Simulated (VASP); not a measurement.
# Si5C3 (P-4m2) in VASP: a series of runs

The runs below take Si5C3 through relaxation of cell and atoms, relaxation of shape and atoms at fixed volume, with PBE.

Program: VASP 6.6.1. These are calculated values, not measurements. Logs are shortened: lines on timing, memory, paths and dates and some standing lists are left out, and cuts for length are marked.

## Step 1: The cell of the first run

The structure is tetragonal, space group P-4m2 (No. 115). Conventional cell: a = 3.160 Å, b = 3.160 Å, c = 9.823 Å, α = 90.00°, β = 90.00°, γ = 90.00°. Within 2.5 Å of Si (site symmetry 2mm) lie 4 C at 1.91 to 1.92 Å. Si (site symmetry 2mm) has 2 C at 1.89 Å and 2 Si at 2.33 Å within 2.5 Å. Within 3.2 Å of Si (site symmetry -4m2) lie 8 Si at 2.33 to 3.16 Å. Within 2.5 Å of C (site symmetry 2mm) lie 4 Si at 1.89 to 1.92 Å. C (site symmetry -4m2) has 4 Si at 1.91 Å within 2.5 Å.

## Step 2: Relaxation of cell and atoms, PBE

INCAR

```
PREC = Accurate
ENCUT = 600
EDIFF = 1E-6
ISMEAR = 0
SIGMA = 0.1
LREAL = F
LASPH = T
NELM = 80
ALGO = Normal
ISIF = 3
LWAVE = F
LCHARG = F
GGA = PE
IBRION = 2
NSW = 100
EDIFFG = -0.01
```

KPOINTS

```
Automatic mesh
0
Gamma
  10 10 4
```

POSCAR

```
Si5C3
1.0
    3.1604724670      0.0000000000      0.0000000000
    0.0000000000      3.1604724670      0.0000000000
    0.0000000000      0.0000000000      9.8225459260
Si C
5 3
Direct
    0.5000000000      0.0000000000      0.3905331338
    0.0000000000      0.5000000000      0.1739705323
    0.5000000000      0.0000000000      0.8260294677
    0.0000000000      0.5000000000      0.6094668662
    0.0000000000      0.0000000000      0.0000000000
    0.5000000000      0.5000000000      0.2797801306
    0.5000000000      0.5000000000      0.7202198694
    0.0000000000      0.0000000000      0.5000000000
```

Potentials or basis: VASP PAW PBE potentials, release 64 (Si, C).

On the command line:

```bash
$ cat potpaw_PBE.64/Si/POTCAR potpaw_PBE.64/C/POTCAR > POTCAR
$ mpirun -np 1 vasp_std > vasp.out
```

OUTCAR:

```text
PREC = Accurate
   ENCUT = 600
   EDIFF = 1E-6
   ISMEAR = 0
   LREAL = F
   LASPH = T
   NELM = 80
   ISIF = 3
   GGA = PE
   IBRION = 2
   NSW = 100
   EDIFFG = -0.01

 ion  position               nearest neighbor table
   1  0.500  0.000  0.391-   8 1.91   8 1.91   6 1.92   6 1.92   2 3.09   2 3.09   2 3.09   2 3.09
                             4 3.10   4 3.10   4 3.10   4 3.10
   2  0.000  0.500  0.174-   6 1.89   6 1.89   5 2.33   5 2.33   1 3.09   1 3.09   1 3.09   1 3.09

   3  0.500  0.000  0.826-   7 1.89   7 1.89   5 2.33   5 2.33   4 3.09   4 3.09   4 3.09   4 3.09

   4  0.000  0.500  0.609-   8 1.91   8 1.91   7 1.92   7 1.92   3 3.09   3 3.09   3 3.09   3 3.09
                             1 3.10   1 3.10   1 3.10   1 3.10
   5  0.000  0.000  0.000-   2 2.33   3 2.33   2 2.33   3 2.33
   6  0.500  0.500  0.280-   2 1.89   2 1.89   1 1.92   1 1.92
   7  0.500  0.500  0.720-   3 1.89   3 1.89   4 1.92   4 1.92
   8  0.000  0.000  0.500-   1 1.91   4 1.91   4 1.91   1 1.91

  LATTYP: Found a simple tetragonal cell.
 ALAT       =     3.1604724670
 C/A-ratio  =     3.1079359268

  Lattice vectors:

 A1 = (   3.1604724670,   0.0000000000,   0.0000000000)
 A2 = (   0.0000000000,   3.1604724670,   0.0000000000)
 A3 = (   0.0000000000,   0.0000000000,   9.8225459260)

Analysis of symmetry for initial positions (statically):
=====================================================================
 Subroutine PRICEL returns:
 Original cell was already a primitive cell.

 Routine SETGRP: Setting up the symmetry group for a
 simple tetragonal supercell.

 Subroutine GETGRP returns: Found  8 space group operations
 (whereof  8 operations were pure point group operations)
 out of a pool of 16 trial point group operations.

The static configuration has the point symmetry D_2d.

Analysis of symmetry for dynamics (positions and initial velocities):
=====================================================================
 Subroutine PRICEL returns:
 Original cell was already a primitive cell.

 Routine SETGRP: Setting up the symmetry group for a
 simple tetragonal supercell.

 Subroutine GETGRP returns: Found  8 space group operations
 (whereof  8 operations were pure point group operations)
 out of a pool of 16 trial point group operations.

The dynamic configuration has the point symmetry D_2d.

 Subroutine INISYM returns: Found  8 space group operations
 (whereof  8 operations are pure point group operations),
 and found     1 'primitive' translations
[... 129 lines left out ...]
  Fermi-wavevector in a.u.,A,eV,Ry     =   1.126892  2.129516 17.277829  1.269885
  Thomas-Fermi vector in A             =   2.263575
   LORBIT       =      0    0 simple, 1 ext, 2 COOP (PROOUT), +10 PAW based schemes
   GGA     = PE    functional components
   LHFCALC =     F    Hartree Fock is set to
   AEXX    =    0.0000 exact exchange contribution
   IVDW    =     0    specifies the selected vdW correction
   LEPSILON=     F    determine dielectric tensor
   LRPA    =     F    only Hartree local field effects (RPA)
 conjugate gradient relaxation of ions
 non-spin polarized calculation
 Gauss-broadening in eV      SIGMA  =   0.10
  energy-cutoff  :      600.00
  volume of cell :       98.11
 maximum number of plane-waves:      3320
 NGX is ok and might be reduce to    28
   NGX = 13   NGY = 13   NGZ = 39

--------------------------------------- Ionic step        1  -------------------------------------------

 number of electron      32.0000001 magnetization

 Free energy of the ion-electron system (eV)
  ---------------------------------------------------
  ext. energy  EPLUGINS =         0.00000000
  ---------------------------------------------------
  free energy    TOTEN  =       -53.99441380 eV

  energy without entropy =      -53.98395544  energy(sigma->0) =      -53.98918462

------------------------ aborting loop because EDIFF is reached ----------------------------------------

  FORCE on cell =-STRESS in cart. coord.  units (eV):
  Direction    XX          YY          ZZ          XY          YZ          ZX
  --------------------------------------------------------------------------------------
  -------------------------------------------------------------------------------------
  Total        1.5774401      1.5774401     -2.7031617      0.0000000      0.0000000      0.0000000
  in kB       25.7593783     25.7593783    -44.1422544      0.0000000      0.0000000      0.0000000
  external PRESSURE =       2.4588341 kB  Pullay stress =       0.0000000 kB
[... 107 lines left out ...]
  FREE ENERGIE OF THE ION-ELECTRON SYSTEM (eV)
  ---------------------------------------------------
  free  energy   TOTEN  =       -54.0651506016 eV

  energy  without entropy=      -54.0575809724  energy(sigma->0) =      -54.06136579

[... ionic steps 4 to 9 ...]

--------------------------------------- Ionic step       10  -------------------------------------------

 number of electron      32.0000001 magnetization

------------------------ aborting loop because EDIFF is reached ----------------------------------------
[... 79 lines left out ...]
--------------------------------------- Ionic step       12  -------------------------------------------

 number of electron      32.0000001 magnetization

 Free energy of the ion-electron system (eV)
  ---------------------------------------------------
  ext. energy  EPLUGINS =         0.00000000
  ---------------------------------------------------
  free energy    TOTEN  =       -54.07964027 eV

  energy without entropy =      -54.07356290  energy(sigma->0) =      -54.07660158

 E-fermi :   9.3541     XC(G=0): -10.8600

 val. band max:        9.3506954915   @ k =   0.1000   0.0000   0.2500
 cond. band min:       9.3644590500   @ k =   0.0000   0.0000   0.0000
 fundamental gap:      0.0137635585
 Fermi energy:         9.3540633064

 k-point     1 :       0.0000    0.0000    0.0000
  band No.  band energies     occupation
      1      -7.4324      2.00000
      2      -6.2707      2.00000
      3      -4.8838      2.00000
      4      -2.0636      2.00000
      5      -0.4524      2.00000
      6       3.6515      2.00000
[... 565 lines left out ...]
     20      12.2409      0.00000
     21      13.1099      0.00000

 [... further k-points ...]

------------------------ aborting loop because EDIFF is reached ----------------------------------------

  FORCE on cell =-STRESS in cart. coord.  units (eV):
  Direction    XX          YY          ZZ          XY          YZ          ZX
  --------------------------------------------------------------------------------------
  -------------------------------------------------------------------------------------
  Total       -0.0037211     -0.0037211      0.0128888      0.0000000     -0.0000000      0.0000000
  in kB       -0.0603624     -0.0603624      0.2090773      0.0000000     -0.0000000      0.0000000
  external PRESSURE =       0.0294508 kB  Pullay stress =       0.0000000 kB
[... 23 lines left out ...]
  FREE ENERGIE OF THE ION-ELECTRON SYSTEM (eV)
  ---------------------------------------------------
  free  energy   TOTEN  =       -54.0796402663 eV

  energy  without entropy=      -54.0735628975  energy(sigma->0) =      -54.07660158

 reached required accuracy - stopping structural energy minimisation
```

OSZICAR:

```text
N       E                     dE             d eps       ncg     rms          rms(c)
DAV:   1     0.104712676425E+03    0.10471E+03   -0.15343E+04  2646   0.148E+03
DAV:   2    -0.496337351320E+02   -0.15435E+03   -0.14806E+03  3571   0.226E+02
DAV:   3    -0.590279900901E+02   -0.93943E+01   -0.92338E+01  3282   0.556E+01
[... 77 lines left out ...]
DAV:   3    -0.540796311011E+02    0.50236E-06   -0.14520E-06  1951   0.921E-03
  11 F= -.54079631E+02 E0= -.54076599E+02  d E =-.488792E-04
       N       E                     dE             d eps       ncg     rms          rms(c)
DAV:   1    -0.540796394817E+02   -0.78783E-05   -0.79313E-04  2711   0.200E-01    0.967E-03
DAV:   2    -0.540796408830E+02   -0.14013E-05   -0.26875E-05  3394   0.322E-02    0.601E-03
DAV:   3    -0.540796402663E+02    0.61670E-06   -0.10909E-06  1811   0.821E-03
  12 F= -.54079640E+02 E0= -.54076602E+02  d E =-.916526E-05
```

Run time: 19 min. Hardware: 1 thread of Intel Xeon 8259CL, shared host; peak memory 0.32 GiB.

What came out:

- Free energy: -54.0796 eV
- Relaxed volume: 12.35 Å³/atom
- Relaxed cell: a = 3.212 Å, b = 3.212 Å, c = 9.571 Å, α = 90.00°, β = 90.00°, γ = 90.00°
- Space group after relaxing (to 0.1 Å): P-4m2 (No. 115)
- Energy gained by relaxing: 10.7 meV/atom
- Ionic steps: 12
- Pressure after relaxing: 0.0 GPa
- Band gap on the k mesh: zero (bands 16 and 17 overlap by 1.58 eV)

The path:
| step | energy change (eV) | largest force (eV/Å) | pressure (GPa) | volume (Å³) |
| --- | --- | --- | --- | --- |
| 1 | 0.0000 | 0.7213 | 0.25 | 98.11 |
| 2 | -0.0693 | 0.3725 | 0.33 | 98.36 |
| 3 | -0.0707 | 0.4295 | 0.41 | 98.39 |
| 4 | -0.0825 | 0.2065 | -0.32 | 98.90 |
| 5 | -0.0827 | 0.1775 | -0.23 | 98.83 |
| 6 | -0.0847 | 0.0781 | 0.11 | 98.68 |
| 7 | -0.0847 | 0.0790 | 0.12 | 98.67 |
| 8 | -0.0852 | 0.0283 | -0.01 | 98.78 |
| 9 | -0.0852 | 0.0315 | -0.03 | 98.80 |
| 10 | -0.0852 | 0.0192 | -0.01 | 98.78 |
| 11 | -0.0852 | 0.0108 | -0.01 | 98.78 |
| 12 | -0.0852 | 0.0017 | 0.00 | 98.77 |

Final structure:
```cif
data_structure
_symmetry_space_group_name_H-M 'P 1'
_symmetry_Int_Tables_number 1
_cell_length_a 3.2124
_cell_length_b 3.2124
_cell_length_c 9.5712
_cell_angle_alpha 90.000
_cell_angle_beta 90.000
_cell_angle_gamma 90.000
_cell_volume 98.77
loop_
_atom_site_label
_atom_site_type_symbol
_atom_site_fract_x
_atom_site_fract_y
_atom_site_fract_z
_atom_site_occupancy
Si1 Si 0.50000 0.00000 0.38899 1
Si2 Si 0.00000 0.50000 0.16914 1
Si3 Si 0.50000 0.00000 0.83086 1
Si4 Si 0.00000 0.50000 0.61101 1
Si5 Si 0.00000 0.00000 0.00000 1
C1 C 0.50000 0.50000 0.27776 1
C2 C 0.50000 0.50000 0.72224 1
C3 C 0.00000 0.00000 0.50000 1
```

## Step 3: Relaxation of shape and atoms at fixed volume, PBE (13.09 Å³/atom)

This run uses another cell than the first one, of 13.09 Å³/atom.

INCAR

```
PREC     = Accurate       # precision mode
ENCUT    = 600            # plane-wave cutoff, eV
EDIFF    = 1E-7           # SCF threshold, eV
ISMEAR   = 0              # smearing method
SIGMA    = 0.1            # smearing width, eV
LREAL    = False          # projectors in reciprocal space
LASPH    = True           # aspherical terms in the spheres
NELM     = 100            # most SCF steps
ALGO     = Normal         # electronic algorithm
ISIF     = 4              # what is computed and relaxed
LWAVE    = False          # write WAVECAR
LCHARG   = False          # write CHGCAR
GGA      = PE             # functional
IBRION   = 2              # ionic algorithm
NSW      = 50             # ionic steps
EDIFFG   = -0.01          # ionic threshold
```

KPOINTS

```
regular mesh
0
Gamma
  10 10 4
```

POSCAR

```
Si5C3
1.0
    3.2826590591      0.0000000000      0.0000000000
    0.0000000000      3.2826590591      0.0000000000
    0.0000000000      0.0000000000      9.7217259978
Si C
5 3
Direct
    0.5000000000      0.0000000000      0.3887431853
    0.0000000000      0.5000000000      0.1685086214
    0.5000000000      0.0000000000      0.8314913786
    0.0000000000      0.5000000000      0.6112568147
    0.0000000000      0.0000000000      0.0000000000
    0.5000000000      0.5000000000      0.2776922043
    0.5000000000      0.5000000000      0.7223077957
    0.0000000000      0.0000000000      0.5000000000
```

Potentials or basis: VASP PAW PBE potentials, release 64 (Si, C).

On the command line:

```bash
$ cat potpaw_PBE.64/Si/POTCAR potpaw_PBE.64/C/POTCAR > POTCAR
$ mpirun -np 1 vasp_std > vasp.out
```

It took 12 min on 1 thread of Intel Xeon 8259CL, shared host; peak memory 0.33 GiB.

The run converged. Its results:

```yaml
Free_energy: -53.9201 eV
Energy_gained_by_relaxing: 0.2 meV/atom
Ionic_steps: 6
Pressure_after_relaxing: -8.3 GPa
Largest_force_after_relaxing: 0.007 eV/Å
Band_gap_on_the_k_mesh: zero (bands 16 and 17 overlap by 1.19 eV)
```

Forces on the atoms (eV/Å):
```
Si   0.000  0.000 -0.001
Si   0.000  0.000 -0.007
Si   0.000  0.000  0.007
Si   0.000  0.000  0.001
Si   0.000  0.000  0.000
C    0.000  0.000 -0.005
C    0.000  0.000  0.005
C    0.000  0.000  0.000
```

Step by step:
```csv
step,energy change (eV),largest force (eV/Å),pressure (GPa),volume (Å³)
1,0.0000,0.1010,-8.49,104.76
2,-0.0014,0.0334,-8.38,104.76
3,-0.0016,0.0635,-8.33,104.76
4,-0.0019,0.0266,-8.30,104.76
5,-0.0019,0.0251,-8.30,104.76
6,-0.0020,0.0069,-8.30,104.76
```

Final structure:
```
Si C
1.0
     3.28995    0.00000    0.00000
     0.00000    3.28995    0.00000
     0.00000    0.00000    9.67870
Si C
5 3
Direct
  0.50000 0.00000 0.38844
  0.00000 0.50000 0.16767
  0.50000 0.00000 0.83233
  0.00000 0.50000 0.61156
  0.00000 0.00000 0.00000
  0.50000 0.50000 0.27757
  0.50000 0.50000 0.72243
  0.00000 0.00000 0.50000
```

Levels at points of the mesh, in eV from the Fermi level:
```tsv
k point	band 14	band 15	band 16	band 17	band 18	band 19
(0.00, 0.00, 0.00)	-1.94	-0.67	-0.10	-0.10	0.79	0.98
(0.50, 0.00, 0.00)	-2.96	-2.88	0.28	0.57	1.43	2.52
(0.50, 0.50, 0.00)	-4.65	-4.65	-4.27	-0.91	-0.32	0.66
(0.00, 0.00, 0.50)	-3.00	-0.43	-0.23	-0.23	0.18	1.55
(0.50, 0.00, 0.50)	-3.62	-3.50	0.27	1.11	1.94	2.37
(0.50, 0.50, 0.50)	-5.01	-5.01	-4.98	0.46	0.76	1.06
```
